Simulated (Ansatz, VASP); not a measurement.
## One calculation of Te2Mo, two programs

File INCAR:

```
SYSTEM = Te2Mo
PREC = Accurate
ENCUT = 520
EDIFF = 1E-7
ISMEAR = -1
SIGMA = 0.05
LREAL = .FALSE.
LASPH = .TRUE.
NELM = 100
ALGO = Normal
ISIF = 2
LWAVE = .FALSE.
LCHARG = .TRUE.
GGA = PE
LELF = .TRUE.
LVHAR = .TRUE.
NBANDS = 64
```

Contents of KPOINTS:

```
Automatic mesh
0
G
  4 8 2
  0 0 0
```

File POSCAR:

```
Te2Mo
1.0
    6.4541491659      0.0000000000      0.0000000000
    0.0000000000      3.5370368810      0.0000000000
   -0.9653640253      0.0000000000     14.0988225237
Te Mo
8 4
Direct
    0.9437000000      0.7500000000      0.6045000000
    0.0563000000      0.2500000000      0.3955000000
    0.9030000000      0.2500000000      0.8514000000
    0.0970000000      0.7500000000      0.1486000000
    0.4112000000      0.7500000000      0.8955000000
    0.5888000000      0.2500000000      0.1045000000
    0.4432000000      0.2500000000      0.6484000000
    0.5568000000      0.7500000000      0.3516000000
    0.8167000000      0.7500000000      0.9926000000
    0.1833000000      0.2500000000      0.0074000000
    0.6819000000      0.2500000000      0.4934000000
    0.3181000000      0.7500000000      0.5066000000
```

Contents of input.yaml:

```yaml
crystal:
  lattice:
    - [6.4541491659, 0.0, 0.0]
    - [0.0, 3.537036881, 0.0]
    - [-0.9653640253, 0.0, 14.0988225237]
  atoms:
    - { symbol: Te, position: [0.9437, 0.75, 0.6045] }
    - { symbol: Te, position: [0.0563, 0.25, 0.3955] }
    - { symbol: Te, position: [0.903, 0.25, 0.8514] }
    - { symbol: Te, position: [0.097, 0.75, 0.1486] }
    - { symbol: Te, position: [0.4112, 0.75, 0.8955] }
    - { symbol: Te, position: [0.5888, 0.25, 0.1045] }
    - { symbol: Te, position: [0.4432, 0.25, 0.6484] }
    - { symbol: Te, position: [0.5568, 0.75, 0.3516] }
    - { symbol: Mo, position: [0.8167, 0.75, 0.9926] }
    - { symbol: Mo, position: [0.1833, 0.25, 0.0074] }
    - { symbol: Mo, position: [0.6819, 0.25, 0.4934] }
    - { symbol: Mo, position: [0.3181, 0.75, 0.5066] }
hamiltonian:
  xc: pbe
  pseudopotentials: { kind: paw, core: small }
kpoints:
  mp_grid: { grid: [4, 8, 2] }
scf:
  occupations: { method: fermi_dirac, width: 0.05 }
output:
  forces: true
  stress: true
  eigenvalues: true
  write_density: true
  write_potential: true
  elf: true
  volumetric_format: npy
```

Alike in both runs: task single point; functional PBE; k mesh 4 × 8 × 2; occupations fermi-dirac, width 0.05 eV; no spin polarisation.

|  | VASP | Ansatz |
| --- | --- | --- |
| version | VASP 6.6.1 | Ansatz 0.2.0 |
| potentials or method | VASP PAW PBE potentials, release 64 (Te, Mo_sv) | Ansatz PAW |
| plane-wave cutoff (eV) | 520 | 420 |
| valence electrons in the cell | 104 | 184 |

|  | VASP | Ansatz | Ansatz less VASP |
| --- | --- | --- | --- |
| gap on the k mesh at the Fermi level (eV) | none | none | - |
| pressure (GPa) | -2.8 | -2.8 | 0.00 |
| traceless stress, the component that is largest in VASP (GPa) | -0.24 | -0.24 | -0.001 |
| rms of the force components (eV/Å) | 0.279 | 0.283 | +0.0042 |

Atom by atom the forces differ by 0.004 eV/Å (rms over components). A gap of «none» marks a metal or a gap that the smearing closes. With one functional, cell and mesh, what is left measures potentials, basis and numerics. VASP's potentials hold 104 valence electrons a cell and Ansatz's 184, so a difference there can come from the potentials and not from the codes.

Spin-orbit coupling is off throughout.
